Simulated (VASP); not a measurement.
# Zn5CdS6 (P31m) in VASP: single point with PBE

Aim: the single point of Zn5CdS6 with PBE.

Program: VASP 6.6.1. These are calculated values, not measurements. Logs are shortened: lines on timing, memory, paths and dates and some standing lists are left out, and cuts for length are marked.

## 1. The cell of the first run

Symmetry: P31m, No. 157, trigonal system. Conventional cell: a = 6.758 Å, b = 6.758 Å, c = 6.387 Å, α = 90.00°, β = 90.00°, γ = 120.00°. Zn (site symmetry m) has 4 S at 2.36 to 2.38 Å within 3.1 Å. Within 3.1 Å of Zn (site symmetry 3) lie 4 S at 2.34 to 2.37 Å. Within 3.4 Å of Cd (site symmetry 3m) lie 4 S at 2.54 to 2.56 Å. Within 3.1 Å of S (site symmetry m) lie 3 Zn at 2.34 to 2.36 Å and 1 Cd at 2.54 Å. Within 3.1 Å of S (site symmetry 3m) lie 3 Zn at 2.38 Å and 1 Cd at 2.56 Å. S (site symmetry 3) has 4 Zn at 2.37 to 2.38 Å within 3.1 Å.

## 2. Single point, PBE

The input, INCAR:

```
SYSTEM = Zn5CdS6
PREC = Accurate
ENCUT = 520
EDIFF = 1E-6
ISMEAR = 0
SIGMA = 0.02
LREAL = .FALSE.
LASPH = .TRUE.
NELM = 60
ALGO = Normal
ISIF = 2
LWAVE = .FALSE.
LCHARG = .FALSE.
GGA = PE
NBANDS = 66
```

The input, KPOINTS:

```
Automatic mesh
0
G
  6 6 4
  0 0 0
```

The input, POSCAR:

```
Zn5CdS6
1.0
    6.7584826947      0.0000000289      0.0000000000
   -3.3792413723      5.8530176902      0.0000000000
    0.0000000000      0.0000000000      6.3871778000
Zn Cd S
5 1 6
Direct
    0.6605510000      0.0000000000      0.9996030000
    0.3394490000      0.3394490000      0.9996030000
    0.0000000000      0.6605510000      0.9996030000
    0.6666666667      0.3333333333      0.5003830000
    0.3333333333      0.6666666667      0.5003830000
    0.0000000000      0.0000000000      0.5007160000
    0.6453990000      0.0000000000      0.3689550000
    0.3546010000      0.3546010000      0.3689550000
    0.0000000000      0.6453990000      0.3689550000
    0.0000000000      0.0000000000      0.9007390000
    0.6666666667      0.3333333333      0.8710520000
    0.3333333333      0.6666666667      0.8710520000
```

Potentials or basis: VASP PAW PBE potentials, release 64 (Zn, Cd, S).

On the command line:

```
cat potpaw_PBE.64/Zn/POTCAR potpaw_PBE.64/Cd/POTCAR potpaw_PBE.64/S/POTCAR > POTCAR
mpirun -np 1 vasp_std > vasp.out
```

OUTCAR:

```text
SYSTEM = Zn5CdS6
   PREC = Accurate
   ENCUT = 520
   EDIFF = 1E-6
   ISMEAR = 0
   LREAL = .FALSE.
   LASPH = .TRUE.
   NELM = 60
   ISIF = 2
   GGA = PE

 ion  position               nearest neighbor table
   1  0.661  0.000  1.000-   7 2.36  11 2.38  12 2.38  10 2.38
   2  0.339  0.339  1.000-   8 2.36  12 2.38  11 2.38  10 2.38
   3  0.000  0.661  1.000-   9 2.36  12 2.38  11 2.38  10 2.38
   4  0.667  0.333  0.500-   7 2.34   9 2.34   8 2.34  11 2.37
   5  0.333  0.667  0.500-   9 2.34   7 2.34   8 2.34  12 2.37
   6  0.000  0.000  0.501-   9 2.54   7 2.54   8 2.54  10 2.56
   7  0.645  0.000  0.369-   4 2.34   5 2.34   1 2.36   6 2.54
   8  0.355  0.355  0.369-   5 2.34   4 2.34   2 2.36   6 2.54
   9  0.000  0.645  0.369-   5 2.34   4 2.34   3 2.36   6 2.54
  10  0.000  0.000  0.901-   3 2.38   1 2.38   2 2.38   6 2.56
  11  0.667  0.333  0.871-   4 2.37   1 2.38   3 2.38   2 2.38
  12  0.333  0.667  0.871-   5 2.37   3 2.38   1 2.38   2 2.38

  LATTYP: Found a hexagonal cell.
 ALAT       =     6.7584826947
 C/A-ratio  =     0.9450609092

  Lattice vectors:

 A1 = (   6.7584826947,   0.0000000289,   0.0000000000)
 A2 = (  -3.3792413723,   5.8530176902,   0.0000000000)
 A3 = (   0.0000000000,   0.0000000000,   6.3871778000)

Analysis of symmetry for initial positions (statically):
=====================================================================
 Subroutine PRICEL returns:
 Original cell was already a primitive cell.

 Routine SETGRP: Setting up the symmetry group for a
 hexagonal supercell.

 Subroutine GETGRP returns: Found  6 space group operations
 (whereof  6 operations were pure point group operations)
 out of a pool of 24 trial point group operations.

The static configuration has the point symmetry C_3v.

Analysis of symmetry for dynamics (positions and initial velocities):
=====================================================================
 Subroutine PRICEL returns:
 Original cell was already a primitive cell.

 Routine SETGRP: Setting up the symmetry group for a
 hexagonal supercell.

 Subroutine GETGRP returns: Found  6 space group operations
 (whereof  6 operations were pure point group operations)
 out of a pool of 24 trial point group operations.

The dynamic configuration has the point symmetry C_3v.

 Subroutine INISYM returns: Found  6 space group operations
 (whereof  6 operations are pure point group operations),
 and found     1 'primitive' translations

----------------------------------------------------------------------------------------

[... 125 lines left out ...]
   EFERMI =   0.00;   METHOD = LEGACY
   ISMEAR =     0;   SIGMA  =   0.02  broadening in eV -4-tet -1-fermi 0-gaus
   EFERMI_NEDOS =   21; number of points for ismear=-14 and -15
   IALGO  =     38    algorithm
   IMIX   =      4    mixing-type and parameters
     AMIX     =   0.40;   BMIX     =  1.00
     AMIX_MAG =   1.60;   BMIX_MAG =  1.00
  volume/ion in A,a.u.               =      21.06       142.09
  Fermi-wavevector in a.u.,A,eV,Ry     =   1.233209  2.330427 20.691805  1.520805
  Thomas-Fermi vector in A             =   2.367949
   LORBIT       =      0    0 simple, 1 ext, 2 COOP (PROOUT), +10 PAW based schemes
   GGA     = PE    functional components
   LHFCALC =     F    Hartree Fock is set to
   AEXX    =    0.0000 exact exchange contribution
   IVDW    =     0    specifies the selected vdW correction
   LEPSILON=     F    determine dielectric tensor
   LRPA    =     F    only Hartree local field effects (RPA)
 non-spin polarized calculation
 Gauss-broadening in eV      SIGMA  =   0.02
  energy-cutoff  :      520.00
  volume of cell :      252.66
 maximum number of plane-waves:      6834
   NGX = 25   NGY = 25   NGZ = 23

 number of electron     108.0000078 magnetization

 Free energy of the ion-electron system (eV)
  ---------------------------------------------------
  ext. energy  EPLUGINS =         0.00000000
  ---------------------------------------------------
  free energy    TOTEN  =       -40.30843334 eV

  energy without entropy =      -40.30843334  energy(sigma->0) =      -40.30843334

 E-fermi :   1.8481     XC(G=0):  -9.4287

 val. band max:        1.7587601373   @ k =   0.0000   0.0000   0.0000
 cond. band min:       3.5978106612   @ k =   0.0000   0.0000   0.0000
 fundamental gap:      1.8390505239
 Fermi energy:         1.8481068526

 k-point     1 :       0.0000    0.0000    0.0000
  band No.  band energies     occupation
      1     -11.1065      2.00000
      2     -10.3011      2.00000
      3     -10.1170      2.00000
      4     -10.1096      2.00000
      5     -10.1096      2.00000
      6     -10.0741      2.00000
[... 1645 lines left out ...]
     65       7.5533      0.00000
     66       7.5533      0.00000

------------------------ aborting loop because EDIFF is reached ----------------------------------------

  FORCE on cell =-STRESS in cart. coord.  units (eV):
  Direction    XX          YY          ZZ          XY          YZ          ZX
  --------------------------------------------------------------------------------------
  -------------------------------------------------------------------------------------
  Total        0.3048349      0.3048349      0.3240549      0.0000000      0.0000000      0.0000000
  in kB        1.9330242      1.9330242      2.0549023      0.0000000      0.0000000      0.0000000
  external PRESSURE =       1.9736502 kB  Pullay stress =       0.0000000 kB

 VOLUME and BASIS-vectors are now :
 -----------------------------------------------------------------------------
  energy-cutoff  :      520.00
  volume of cell :      252.66
      direct lattice vectors                 reciprocal lattice vectors
     6.758482695  0.000000029  0.000000000     0.147962204  0.085426019  0.000000000
    -3.379241372  5.853017690  0.000000000    -0.000000001  0.170852037  0.000000000
     0.000000000  0.000000000  6.387177800     0.000000000  0.000000000  0.156563670

 POSITION                                       TOTAL-FORCE (eV/Angst)
 -----------------------------------------------------------------------------------
      4.46432      0.00000      6.38464        -0.001844     -0.000000     -0.006259
      1.14708      1.98680      6.38464         0.000922      0.001597     -0.006259
     -2.23216      3.86622      6.38464         0.000922     -0.001597     -0.006259
      3.37924      1.95101      3.19604         0.000000     -0.000000      0.010999
     -0.00000      3.90201      3.19604        -0.000000     -0.000000      0.010999
      0.00000      0.00000      3.19816        -0.000000     -0.000000     -0.000532
      4.36192      0.00000      2.35658        -0.010793     -0.000000     -0.009867
      1.19828      2.07549      2.35658         0.005396      0.009347     -0.009867
     -2.18096      3.77753      2.35658         0.005396     -0.009347     -0.009867
      0.00000      0.00000      5.75318        -0.000000     -0.000000      0.018561
      3.37924      1.95101      5.56356         0.000000     -0.000000      0.004176
     -0.00000      3.90201      5.56356         0.000000     -0.000000      0.004176
 -----------------------------------------------------------------------------------
    total drift:                                0.000002      0.000003     -0.001138

  FREE ENERGIE OF THE ION-ELECTRON SYSTEM (eV)
  ---------------------------------------------------
  free  energy   TOTEN  =       -40.3084333402 eV

  energy  without entropy=      -40.3084333402  energy(sigma->0) =      -40.30843334
```

OSZICAR:

```text
N       E                     dE             d eps       ncg     rms          rms(c)
DAV:   1     0.971504051239E+03    0.97150E+03   -0.48348E+04  3168   0.188E+03
DAV:   2     0.106909483206E+03   -0.86459E+03   -0.83037E+03  3168   0.466E+02
DAV:   3    -0.343642279548E+02   -0.14127E+03   -0.13793E+03  3514   0.169E+02
DAV:   4    -0.428393754740E+02   -0.84751E+01   -0.84193E+01  3686   0.417E+01
DAV:   5    -0.430091405480E+02   -0.16977E+00   -0.16953E+00  3744   0.600E+00    0.166E+01
DAV:   6    -0.402076980313E+02    0.28014E+01   -0.53369E+00  4544   0.400E+01    0.128E+01
DAV:   7    -0.404064772440E+02   -0.19878E+00   -0.74486E+00  3636   0.943E+00    0.618E+00
DAV:   8    -0.403036589882E+02    0.10282E+00   -0.79833E-01  4016   0.698E+00    0.212E+00
DAV:   9    -0.403068021951E+02   -0.31432E-02   -0.94316E-02  3998   0.307E+00    0.391E-01
DAV:  10    -0.403075838128E+02   -0.78162E-03   -0.70971E-03  4222   0.819E-01    0.251E-01
DAV:  11    -0.403081670912E+02   -0.58328E-03   -0.98705E-04  3530   0.417E-01    0.121E-01
DAV:  12    -0.403084236490E+02   -0.25656E-03   -0.49955E-04  3334   0.226E-01    0.254E-02
DAV:  13    -0.403084269107E+02   -0.32616E-05   -0.73514E-05  3816   0.104E-01    0.175E-02
DAV:  14    -0.403084331103E+02   -0.61996E-05   -0.16408E-05  3448   0.485E-02    0.733E-03
DAV:  15    -0.403084333402E+02   -0.22992E-06   -0.30898E-06  3274   0.201E-02
   1 F= -.40308433E+02 E0= -.40308433E+02  d E =-.337148E-12
```

stdout:

```text
POSCAR found type information on POSCAR ZnCdS
 POSCAR found :  3 types and      12 ions
 scaLAPACK will be used
 LDA part: xc-table for (Slater+PW92), standard interpolation
 POSCAR, INCAR and KPOINTS ok, starting setup
 FFT: planning ... GRIDC
 FFT: planning ... GRID_SOFT
 FFT: planning ... GRID
 WAVECAR not read
 entering main loop
```

It took 12 min on 1 thread of Intel Xeon 8259CL, shared host; peak memory 0.52 GiB.

What came out:

- Free energy: -40.3084 eV
- Pressure: 0.2 GPa
- Largest force: 0.019 eV/Å
- Band gap on the k mesh: 1.84 eV

Forces on the atoms (eV/Å):
```
Zn  -0.002  0.000 -0.006
Zn   0.001  0.002 -0.006
Zn   0.001 -0.002 -0.006
Zn   0.000  0.000  0.011
Zn   0.000  0.000  0.011
Cd   0.000  0.000 -0.001
S   -0.011  0.000 -0.010
S    0.005  0.009 -0.010
S    0.005 -0.009 -0.010
S    0.000  0.000  0.019
S    0.000  0.000  0.004
S    0.000  0.000  0.004
```

Levels at points of the mesh, in eV from the valence-band top:
| k point | band 50 | band 51 | band 52 | band 53 | band 54 | band 55 | band 56 | band 57 | band 58 | band 59 |
| --- | --- | --- | --- | --- | --- | --- | --- | --- | --- | --- |
| (0.00, 0.00, 0.00) | -0.84 | -0.84 | -0.09 | 0.00 | 0.00 | 1.84 | 2.96 | 4.42 | 4.42 | 5.24 |
| (0.50, 0.00, 0.00) | -0.86 | -0.84 | -0.73 | -0.72 | -0.67 | 3.59 | 3.86 | 4.08 | 4.22 | 4.85 |
| (0.00, 0.00, 0.50) | -1.04 | -0.54 | -0.54 | -0.35 | -0.35 | 3.19 | 3.43 | 4.25 | 4.45 | 4.45 |
| (0.50, 0.00, 0.50) | -1.44 | -1.42 | -1.36 | -1.17 | -1.14 | 3.42 | 3.58 | 4.34 | 4.52 | 4.54 |
